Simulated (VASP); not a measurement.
# Pt (P-1) in VASP: notebook

Aim: see how the results for Pt move with the level of theory and the settings. Levels: PBE+D3(BJ), PBE. Tasks: single point, relaxation of cell and atoms.

Everything below comes from runs of VASP 6.6.1. Logs are shortened: lines on timing, memory, paths and dates and some standing lists are left out, and cuts for length are marked.

## 1. The cell of the first run

The typed cell holds 1 atom: a = 2.743 Å, b = 2.761 Å, c = 2.721 Å, α = 109.34°, β = 109.59°, γ = 109.30°.

## 2. Single point, PBE+D3(BJ)

Input file INCAR:

```
PREC = Accurate
ENCUT = 520
EDIFF = 1E-6
ISMEAR = -1
SIGMA = 0.05
LREAL = F
LASPH = T
NELM = 60
ALGO = Fast
ISIF = 2
LWAVE = F
LCHARG = T
GGA = PE
IVDW = 12
LELF = T
LVHAR = T
NBANDS = 11
```

Input file KPOINTS:

```
Automatic mesh
0
Gamma
  12 12 12
```

Input file POSCAR:

```
Pt
1.0
   -1.5821724000      1.5849819900      1.5846552900
    1.6029151900     -1.5797795700      1.6001956600
    1.5674823500      1.5650895200     -1.5794528700
Pt
1
Direct
    0.0000000000      0.0000000000      0.0000000000
```

Potentials or basis: VASP PAW PBE potentials, release 64 (Pt).

Started as:

```bash
> cat potpaw_PBE.64/Pt/POTCAR > POTCAR
> mpirun -np 1 vasp_std > vasp.out
```

OUTCAR:

```text
PREC = Accurate
   ENCUT = 520
   EDIFF = 1E-6
   ISMEAR = -1
   LREAL = F
   LASPH = T
   NELM = 60
   ISIF = 2
   GGA = PE
   IVDW = 12
 IVDW          = 12

 ion  position               nearest neighbor table
   1  0.000  0.000  0.000-

  LATTYP: Found a triclinic cell.
 ALAT       =     7.0502409581
 B/A-ratio  =     0.6343495643
 C/A-ratio  =     0.3891298857
 COS(alpha) =     0.0001609558
 COS(beta)  =     0.2598621991
 COS(gamma) =     0.9480271513

  Lattice vectors:

 A1 = (  -0.0501228900,   6.2949406000,  -3.1744461100)
 A2 = (  -0.0354328400,   3.1448690900,  -3.1796485300)
 A3 = (  -1.5821724000,   1.5849819900,   1.5846552900)

Analysis of symmetry for initial positions (statically):
=====================================================================
 Subroutine PRICEL returns:
 Original cell was already a primitive cell.

 Routine SETGRP: Setting up the symmetry group for a
 triclinic supercell.

 Subroutine GETGRP returns: Found  2 space group operations
 (whereof  2 operations were pure point group operations)
 out of a pool of  2 trial point group operations.

The static configuration has the point symmetry S_2 .

Analysis of symmetry for dynamics (positions and initial velocities):
=====================================================================
 Subroutine PRICEL returns:
 Original cell was already a primitive cell.

 Routine SETGRP: Setting up the symmetry group for a
 triclinic supercell.

 Subroutine GETGRP returns: Found  2 space group operations
 (whereof  2 operations were pure point group operations)
 out of a pool of  2 trial point group operations.

The dynamic configuration has the point symmetry S_2 .

 Subroutine INISYM returns: Found  2 space group operations
 (whereof  2 operations are pure point group operations),
 and found     1 'primitive' translations

----------------------------------------------------------------------------------------

                                     Primitive cell

  volume of cell :      15.9025

  direct lattice vectors                    reciprocal lattice vectors
    -1.582172400  1.584981990  1.584655290    -0.000582431  0.316932687  0.313472524
     1.602915190 -1.579779570  1.600195660     0.313381304  0.000946240  0.311943852
     1.567482350  1.565089520 -1.579452870     0.316912558  0.318935271 -0.002585014

  length of vectors
     2.743459458  2.761460980  2.720510520     0.445770895  0.442173839  0.449622018

  position of ions in fractional coordinates (direct lattice)
     0.000000000  0.000000000  0.000000000

  ion indices of the primitive-cell ions
   primitive index   ion index
                 1           1

----------------------------------------------------------------------------------------

 KPOINTS: Automatic mesh

Automatic generation of k-mesh.
 Grid dimensions read from file:
 generate k-points for:   12   12   12

 Generating k-lattice:

  Cartesian coordinates                     Fractional coordinates (reciprocal lattice)
    -0.000048536  0.026411057  0.026122710     0.083333333 -0.000000000  0.000000000
     0.026115109  0.000078853  0.025995321    -0.000000000  0.083333333  0.000000000
     0.026409380  0.026577939 -0.000215418    -0.000000000  0.000000000  0.083333333

  Length of vectors
     0.037147575  0.036847820  0.037468501

  Shift w.r.t. Gamma in fractional coordinates (k-lattice)
     0.000000000  0.000000000  0.000000000

 Subroutine IBZKPT returns following result:
 ===========================================

 Found    868 irreducible k-points:

 Following reciprocal coordinates:
            Coordinates               Weight
  0.000000  0.000000  0.000000      1.000000
  0.083333  0.000000 -0.000000      2.000000
  0.166667  0.000000 -0.000000      2.000000
  0.250000  0.000000 -0.000000      2.000000
  0.333333 -0.000000 -0.000000      2.000000
  0.416667  0.000000 -0.000000      2.000000
[... 16 lines left out ...]
  0.250000  0.166667 -0.000000      2.000000
  0.333333  0.166667 -0.000000      2.000000
 [... further k-points ...]
   k-points           NKPTS =    868   k-points in BZ     NKDIM =    868   number of bands    NBANDS=     11
   number of dos      NEDOS =    301   number of ions     NIONS =      1
   total plane-waves  NPLWV =   9600
   dimension x,y,z NGX =    20 NGY =   24 NGZ =   20
   dimension x,y,z NGXF=    40 NGYF=   48 NGZF=   40
   ions per type =               1
   NGX,Y,Z   is equivalent  to a cutoff of  12.12, 14.45, 12.22 a.u.
   NGXF,Y,Z  is equivalent  to a cutoff of  24.24, 28.90, 24.44 a.u.
 SYSTEM =  unknown system
   PREC   = accura    normal or accurate (medium, high low for compatibility)
   ISTART =      0    job   : 0-new  1-cont  2-samecut
   ICHARG =      2    charge: 1-file 2-atom 10-const
   ISPIN  =      1    spin polarized calculation?
   LNONCOLLINEAR =      F non collinear calculations
   LSORBIT =      F    spin-orbit coupling
   LASPH  =      T    aspherical Exc in radial PAW
   ENCUT  =  520.0 eV  38.22 Ry    6.18 a.u.   5.10  5.13  5.06*2*pi/ulx,y,z
   NELM   =     60;   NELMIN=  2; NELMDL= -5     # of ELM steps
   EDIFF  = 0.1E-05   stopping-criterion for ELM
   LREAL  =      F    real-space projection
   EDIFFG = 0.1E-04   stopping-criterion for IOM
   NSW    =      0    number of steps for IOM
   IBRION =     -1    ionic relax: 0-MD 1-quasi-New 2-CG
   NFREE  =      0    steps in history (QN), initial steepest desc. (CG)
   ISIF   =      2    stress and relaxation
   ISYM   =      2    0-nonsym 1-usesym 2-fastsym
   POTIM  = 0.5000    time-step for ionic-motion
   TEBEG  =    0.0;   TEEND  =   0.0 temperature during run
   PSTRESS=    0.0 pullay stress
   NELECT =      10.0000    total number of electrons
   NUPDOWN=      -1.0000    fix difference up-down
   EMIN   =  10.00;   EMAX   =-10.00  energy-range for DOS
   EFERMI =   0.00;   METHOD = LEGACY
   ISMEAR =    -1;   SIGMA  =   0.05  broadening in eV -4-tet -1-fermi 0-gaus
   EFERMI_NEDOS =   21; number of points for ismear=-14 and -15
   IALGO  =     68    algorithm
   IMIX   =      4    mixing-type and parameters
     AMIX     =   0.40;   BMIX     =  1.00
     AMIX_MAG =   1.60;   BMIX_MAG =  1.00
  volume/ion in A,a.u.               =      15.90       107.32
  Fermi-wavevector in a.u.,A,eV,Ry     =   1.402556  2.650446 26.764870  1.967162
  Thomas-Fermi vector in A             =   2.525306
   LORBIT       =      0    0 simple, 1 ext, 2 COOP (PROOUT), +10 PAW based schemes
   GGA     = PE    functional components
   LHFCALC =     F    Hartree Fock is set to
   AEXX    =    0.0000 exact exchange contribution
   IVDW    =    12    specifies the selected vdW correction
   LEPSILON=     F    determine dielectric tensor
   LRPA    =     F    only Hartree local field effects (RPA)
 non-spin polarized calculation
 RMM-DIIS sequential band-by-band and
  energy-cutoff  :      520.00
  volume of cell :       15.90
 maximum number of plane-waves:       443
   NGX = 11   NGY = 11   NGZ = 11

 number of electron      10.0000000 magnetization

 number of electron       9.9999999 magnetization

 Free energy of the ion-electron system (eV)
  ---------------------------------------------------
  ext. energy  EPLUGINS =         0.00000000
  ---------------------------------------------------
  free energy    TOTEN  =        -6.01738818 eV

  energy without entropy =       -6.01105421  energy(sigma->0) =       -6.01422120

 E-fermi :  10.0149     XC(G=0): -13.1651

 val. band max:       10.0145332562   @ k =  -0.4167   0.5000   0.4167
 cond. band min:      10.0396125268   @ k =  -0.2500  -0.2500   0.2500
 fundamental gap:      0.0250792706
 Fermi energy:        10.0148874015

 k-point     1 :       0.0000    0.0000    0.0000
  band No.  band energies     occupation
      1       0.6552      2.00000
      2       6.5126      2.00000
      3       6.6430      2.00000
      4       6.7629      2.00000
      5       9.0514      2.00000
      6       9.1490      2.00000
      7      26.9914      0.00000
      8      27.2239      0.00000
      9      27.3403      0.00000
     10      37.0924      0.00000
     11      37.1545      0.00000

 k-point     2 :       0.0833    0.0000   -0.0000
  band No.  band energies     occupation
      1       0.9334      2.00000
      2       6.4474      2.00000
      3       6.6915      2.00000
      4       6.8895      2.00000
      5       8.9614      2.00000
      6       9.1187      2.00000
      7      27.2243      0.00000
      8      27.4027      0.00000
      9      27.6242      0.00000
     10      34.3620      0.00000
     11      34.8712      0.00000

 k-point     3 :       0.1667    0.0000   -0.0000
  band No.  band energies     occupation
      1       1.7108      2.00000
      2       6.2077      2.00000
      3       6.6248      2.00000
      4       7.5221      2.00000
      5       8.7486      2.00000
      6       9.1422      2.00000
      7      26.9863      0.00000
      8      27.1957      0.00000
      9      28.7313      0.00000
     10      32.5651      0.00000
     11      32.8212      0.00000

 k-point     4 :       0.2500    0.0000   -0.0000
  band No.  band energies     occupation
      1       2.7410      2.00000
      2       5.8623      2.00000
      3       6.6795      2.00000
      4       8.5006      2.00000
      5       8.7014      2.00000
      6       9.2109      2.00000
      7      24.4703      0.00000
      8      26.1217      0.00000
      9      30.4557      0.00000
     10      31.5483      0.00000
     11      32.5459      0.00000
[... 239 lines left out ...]
 k-point    22 :       0.1667    0.1667   -0.0000
  band No.  band energies     occupation
      1       3.3448      2.00000
      2       6.0182      2.00000
      3       6.0435      2.00000
      4       8.5478      2.00000
      5       9.2944      2.00000
      6       9.5083      1.99992
      7      23.7545      0.00000
      8      25.3014      0.00000
      9      28.4637      0.00000
     10      29.7779      0.00000
     11      34.3821      0.00000

 k-point    23 :       0.2500    0.1667   -0.0000
  band No.  band energies     occupation
      1       4.0773      2.00000
      2       5.6873      2.00000
      3       6.4431      2.00000
      4       8.6964      2.00000
      5       9.4214      1.99999
      6      10.9444      0.00000
      7      20.7870      0.00000
      8      23.7267      0.00000
      9      26.9536      0.00000
     10      31.0057      0.00000
     11      35.2934      0.00000

 k-point    24 :       0.3333    0.1667   -0.0000
  band No.  band energies     occupation
      1       4.2147      2.00000
      2       5.4793      2.00000
      3       7.3331      2.00000
      4       8.8982      2.00000
      5       9.6033      1.99947
      6      12.5840      0.00000
      7      17.7969      0.00000
      8      22.4969      0.00000
      9      25.9383      0.00000
     10      32.4287      0.00000
     11      34.6041      0.00000

 [... further k-points ...]

------------------------ aborting loop because EDIFF is reached ----------------------------------------

 Edisp (eV)   -0.73634

 E8    (eV) :    -0.3370

  FORCE on cell =-STRESS in cart. coord.  units (eV):
  Direction    XX          YY          ZZ          XY          YZ          ZX
  --------------------------------------------------------------------------------------
  -------------------------------------------------------------------------------------
  Total      -0.93624    -0.97046    -0.90668     0.13622    -0.05601    -0.19342
  in kB     -94.32635   -97.77420   -91.34826    13.72455    -5.64332   -19.48726
  external pressure =      -94.48 kB  Pullay stress =        0.00 kB

 VOLUME and BASIS-vectors are now :
 -----------------------------------------------------------------------------
  energy-cutoff  :      520.00
  volume of cell :       15.90
      direct lattice vectors                 reciprocal lattice vectors
    -1.582172400  1.584981990  1.584655290    -0.000582431  0.316932687  0.313472524
     1.602915190 -1.579779570  1.600195660     0.313381304  0.000946240  0.311943852
     1.567482350  1.565089520 -1.579452870     0.316912558  0.318935271 -0.002585014

 POSITION                                       TOTAL-FORCE (eV/Angst)
 -----------------------------------------------------------------------------------
      0.00000      0.00000      0.00000         0.000000      0.000000      0.000000
 -----------------------------------------------------------------------------------
    total drift:                                0.000000      0.000000     -0.000000

  FREE ENERGIE OF THE ION-ELECTRON SYSTEM (eV)
  ---------------------------------------------------
  free  energy   TOTEN  =        -6.7537310620 eV

  energy  without entropy=       -6.7473971008  energy(sigma->0) =       -6.75056408
```

It took 2.3 min on 1 thread of Intel Xeon 8259CL, shared host; peak memory 0.28 GiB.

Results:

| Quantity | Value |
| --- | --- |
| Free energy | -6.7537 eV |
| Pressure | -9.4 GPa |
| Band gap on the k mesh | zero (bands 5 and 6 overlap by 2.19 eV) |
| Dispersion energy per atom | -0.736 eV |

Stress tensor (GPa, compression positive):
```
-9.43  1.37 -1.95
 1.37 -9.78 -0.56
-1.95 -0.56 -9.13
```

Levels at points of the mesh, in eV from the Fermi level:
| k point | band 2 | band 3 | band 4 | band 5 | band 6 | band 7 | band 8 | band 9 |
| --- | --- | --- | --- | --- | --- | --- | --- | --- |
| (0.00, 0.00, 0.00) | -3.50 | -3.37 | -3.25 | -0.96 | -0.87 | 16.98 | 17.21 | 17.33 |
| (0.50, 0.00, 0.00) | -4.80 | -1.08 | -0.58 | 0.34 | 1.09 | 6.27 | 13.32 | 15.91 |
| (0.00, 0.50, 0.00) | -4.77 | -1.11 | -0.57 | 0.23 | 1.04 | 6.10 | 13.47 | 16.12 |
| (0.50, 0.50, 0.00) | -4.86 | -1.01 | -0.53 | 0.33 | 1.07 | 6.24 | 13.32 | 15.83 |
| (0.00, 0.00, 0.50) | -4.80 | -1.08 | -0.62 | 0.46 | 1.15 | 6.47 | 13.21 | 15.69 |
| (0.50, 0.00, 0.50) | -4.69 | -1.20 | -0.69 | 0.41 | 1.14 | 6.42 | 13.32 | 15.92 |
| (0.00, 0.50, 0.50) | -4.77 | -1.11 | -0.61 | 0.39 | 1.11 | 6.36 | 13.31 | 15.83 |
| (0.50, 0.50, 0.50) | -5.93 | 0.49 | 0.57 | 0.70 | 7.57 | 7.71 | 7.90 | 12.76 |

Caveat: three body term missing; the cell stands under tension; spin-orbit coupling is left out, which moves the levels of the heavy elements.

## 3. Relaxation of cell and atoms, PBE

Input file INCAR:

```
  PREC = Accurate
  ENCUT = 600
  EDIFF = 1E-7
  ISMEAR = -1
  SIGMA = 0.05
  LREAL = F
  LASPH = T
  NELM = 100
  ALGO = Fast
  ISIF = 3
  LWAVE = F
  LCHARG = F
  GGA = PE
  IBRION = 2
  NSW = 60
  EDIFFG = -0.01
```

KPOINTS is that of step 2.

POSCAR is that of step 2.

Potentials or basis: VASP PAW PBE potentials, release 64 (Pt).

Started as:

```bash
> cat potpaw_PBE.64/Pt/POTCAR > POTCAR
> mpirun -np 1 vasp_std > vasp.out
```

It took 58 min on 1 thread of Intel Xeon 8259CL, shared host; peak memory 0.44 GiB.

The run converged. Its results:

| Property | Result |
| --- | --- |
| Free energy | -6.1053 eV |
| Relaxed volume | 15.78 Å³/atom |
| Relaxed cell | a = 2.764 Å, b = 2.764 Å, c = 2.764 Å, α = 104.02°, β = 120.66°, γ = 104.34° |
| Space group after relaxing (to 0.1 Å) | I4/mmm (No. 139) |
| Energy gained by relaxing | 87.8 meV/atom |
| Ionic steps | 51 |
| Pressure after relaxing | 0.0 GPa |
| Band gap on the k mesh | zero (bands 5 and 6 overlap by 1.94 eV) |

Stress tensor (GPa, compression positive):
```
-0.04 -0.01  0.01
-0.01 -0.01  0.00
 0.01  0.00  0.08
```

The path:
```tsv
step	energy change (eV)	largest force (eV/Å)	pressure (GPa)	volume (Å³)
1	0.0000	0.0000	-1.60	15.90
3	-0.0022	0.0000	0.89	15.73
5	-0.0027	0.0000	-0.08	15.79
7	-0.0037	0.0000	0.07	15.78
9	-0.0192	0.0000	0.78	15.72
11	0.0491	0.0000	17.54	15.09
13	-0.0614	0.0000	8.04	15.34
15	-0.0711	0.0000	5.62	15.42
17	-0.0711	0.0000	5.65	15.42
19	-0.0711	0.0000	5.68	15.43
21	-0.0713	0.0000	5.63	15.43
23	-0.0719	0.0000	5.38	15.44
25	-0.0742	0.0000	4.46	15.49
27	-0.0799	0.0000	0.94	15.70
29	-0.0809	0.0000	-1.14	15.84
31	-0.0824	0.0000	-0.70	15.80
33	-0.0835	0.0000	0.35	15.74
35	-0.0840	0.0000	-0.39	15.79
37	-0.0841	0.0000	-0.85	15.82
39	-0.0846	0.0000	-0.26	15.78
41	-0.0850	0.0000	0.60	15.73
43	-0.0865	0.0000	0.18	15.77
45	-0.0869	0.0000	0.02	15.78
47	-0.0878	0.0000	-0.20	15.80
49	-0.0878	0.0000	0.22	15.77
51	-0.0878	0.0000	0.01	15.78
```

Final structure:
```xyz
1
Lattice="-1.6997 1.3682 1.6967 1.7009 -1.3702 1.6936 1.7016 1.3680 -1.6950" Properties=species:S:1:pos:R:3 pbc="T T T"
Pt    0.0000    0.0000    0.0000
```

Levels at points of the mesh, in eV from the Fermi level:
```csv
k point,band 3,band 4,band 5,band 6,band 7,band 8
"(0.00, 0.00, 0.00)",-3.10,-2.73,-2.71,-0.41,15.51,15.55
"(0.50, 0.00, 0.00)",-1.54,0.33,0.53,0.77,7.06,12.48
"(0.00, 0.50, 0.00)",-3.20,-1.52,-0.75,0.54,4.90,14.99
"(0.50, 0.50, 0.00)",-1.58,0.33,0.52,0.75,7.03,12.51
"(0.00, 0.00, 0.50)",-1.58,0.33,0.52,0.75,7.03,12.51
"(0.50, 0.00, 0.50)",-3.20,-1.51,-0.75,0.54,4.90,15.00
"(0.00, 0.50, 0.50)",-1.54,0.33,0.53,0.77,7.06,12.48
"(0.50, 0.50, 0.50)",0.16,0.17,0.69,5.39,5.48,11.36
```

Caveat: spin-orbit coupling is left out, which moves the levels of the heavy elements.

[end of part 1 of 2]

The gap in the log of VASP goes by the Fermi energy; the results here count the filled bands.